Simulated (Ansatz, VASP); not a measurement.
# SiC: VASP beside Ansatz

POSCAR

```
SiC
1.0
    3.0810000000      0.0000000000      0.0000000000
   -1.5405000000      2.6682242691      0.0000000000
    0.0000000000      0.0000000000     15.1248000000
Si C
6 6
Direct
    0.0000000000      0.0000000000     -0.0002924543
    0.0000000000      0.0000000000      0.4997075457
    0.3333333333      0.6666666667      0.1665157537
    0.6666666667      0.3333333333      0.6665157537
    0.6666666667      0.3333333333      0.3329959375
    0.3333333333      0.6666666667      0.8329959375
    0.3333333333      0.6666666667      0.0414983110
    0.6666666667      0.3333333333      0.5414983110
    0.6666666667      0.3333333333      0.2080157534
    0.3333333333      0.6666666667      0.7080157534
    0.0000000000      0.0000000000      0.3743666986
    0.0000000000      0.0000000000      0.8743666986
```

The input INCAR.step1:

```
SYSTEM = SiC
PREC = Accurate ; ENCUT = 520
ISMEAR = -1 ; SIGMA = 0.02
LREAL = .False. ; LASPH = .True.
NELM = 100 ; NBANDS = 36
GGA = PE ; ALGO = Normal
EDIFF = 1E-4 ; LWAVE = .True.
LCHARG = .False.
```

The input INCAR.step2:

```
SYSTEM = SiC
PREC = Accurate ; ENCUT = 520
EDIFF = 1E-8 ; ISMEAR = -1
SIGMA = 0.02 ; LREAL = .False.
LASPH = .True. ; NELM = 100
ALGO = Normal ; ISIF = 2
LWAVE = .False. ; LCHARG = .False.
METAGGA = R2SCAN ; LMIXTAU = .True.
LEFG = .True. ; NBANDS = 36
ISTART = 1
```

Contents of KPOINTS:

```
Automatic mesh
0
Gamma
  10 10 2
  0 0 0
```

Input for Ansatz:

```yaml
crystal:
  lattice:
    - [3.081, 0.0, 0.0]
    - [-1.5405, 2.6682242691, 0.0]
    - [0.0, 0.0, 15.1248]
  atoms:
    - { symbol: Si, position: [0.0, 0.0, -0.0002924543] }
    - { symbol: Si, position: [0.0, 0.0, 0.4997075457] }
    - { symbol: Si, position: [0.3333333333, 0.6666666667, 0.1665157537] }
    - { symbol: Si, position: [0.6666666667, 0.3333333333, 0.6665157537] }
    - { symbol: Si, position: [0.6666666667, 0.3333333333, 0.3329959375] }
    - { symbol: Si, position: [0.3333333333, 0.6666666667, 0.8329959375] }
    - { symbol: C, position: [0.3333333333, 0.6666666667, 0.041498311] }
    - { symbol: C, position: [0.6666666667, 0.3333333333, 0.541498311] }
    - { symbol: C, position: [0.6666666667, 0.3333333333, 0.2080157534] }
    - { symbol: C, position: [0.3333333333, 0.6666666667, 0.7080157534] }
    - { symbol: C, position: [0.0, 0.0, 0.3743666986] }
    - { symbol: C, position: [0.0, 0.0, 0.8743666986] }
kpoints:
  mp_grid: { grid: [10, 10, 2] }
scf:
  occupations: { method: fermi_dirac, width: 0.02 }
hamiltonian:
  xc: r2scan
  pseudopotentials: { kind: paw, frozen_core: stored }
output:
  forces: true
  stress: true
  populations: true
  efg: {}
```

Alike in both runs: task electric field gradients; functional r2SCAN; k mesh 10 × 10 × 2; occupations fermi-dirac, width 0.02 eV; no spin polarisation.

|  | VASP | Ansatz |
| --- | --- | --- |
| version | VASP 6.6.1 | Ansatz 0.2.0 |
| potentials or method | VASP PAW PBE potentials, release 64 (Si, C) | plane-wave PAW, scalar-relativistic |
| plane-wave cutoff (eV) | 520 | 500 |
| valence electrons in the cell | 48 | 48 |

Ansatz gave:

- gap on the k mesh at the Fermi level (eV): 2.39
- pressure (GPa): -1.0
- traceless stress, the component that is largest in VASP (GPa): -0.14
- rms of the force components (eV/Å): 0.005
- size of Vzz on the site where it differs most (V/Å²): 2.6

What did VASP give for the same quantities?

gap on the k mesh at the Fermi level (eV): 2.40; pressure (GPa): -0.8; traceless stress, the component that is largest in VASP (GPa): -0.14; rms of the force components (eV/Å): 0.005; size of Vzz on the site where it differs most (V/Å²): 2.8.

VASP's potentials were made for PBE, not for r2SCAN. Atom by atom the forces differ by 0.000 eV/Å (rms over components). The functional is the same, so the differences come from potentials, cutoffs and numerics.
